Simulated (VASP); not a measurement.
Wanted: the native input for a VASP 6.6.1 run.

- Task: single point
- Functional: LDA
- Potentials or basis: VASP PAW LDA potentials, release 64 (Sr_sv)
- Cutoff: 520 eV
- k mesh: 8 × 8 × 8
- Occupations: fermi-dirac, width 0.02 eV
- Spin: no spin polarisation
- Dipole correction: no
- Further INCAR settings: ALGO = Fast; EDIFF = 1e-06; NBANDS = 11

The structure of Sr lies in POSCAR:

```
Sr
1.0
    0.0000000000      3.1020190703      3.1020190703
    3.1020190703      0.0000000000      3.1020190703
    3.1020190703      3.1020190703      0.0000000000
Sr
1
Direct
    0.0000000000      0.0000000000      0.0000000000
```

This cell differs from its parent crystal: volume scaled by 1.06.

One way to write it, as run:

INCAR

```
PREC = Accurate
ENCUT = 520
EDIFF = 1E-6
ISMEAR = -1
SIGMA = 0.02
LREAL = False
LASPH = True
NELM = 80
ALGO = Fast
ISIF = 2
LWAVE = False
LCHARG = False
NBANDS = 11
```

KPOINTS

```
regular mesh
0
Gamma
  8 8 8
```

Potentials or basis: VASP PAW LDA potentials, release 64 (Sr_sv).

Launch:

```console
$ cat potpaw_LDA.64/Sr_sv/POTCAR > POTCAR
$ mpirun -np 1 vasp_std > vasp.out
```

Results of the run:

* Pressure: -2.1 GPa
* Band gap on the k mesh: zero (band 5 reaches 1.27 eV, above the bottom of band 6 at 1.18 eV)

Wall time 27 s on 1 thread of Intel Xeon 8259CL (shared host), peak memory 0.17 GiB.
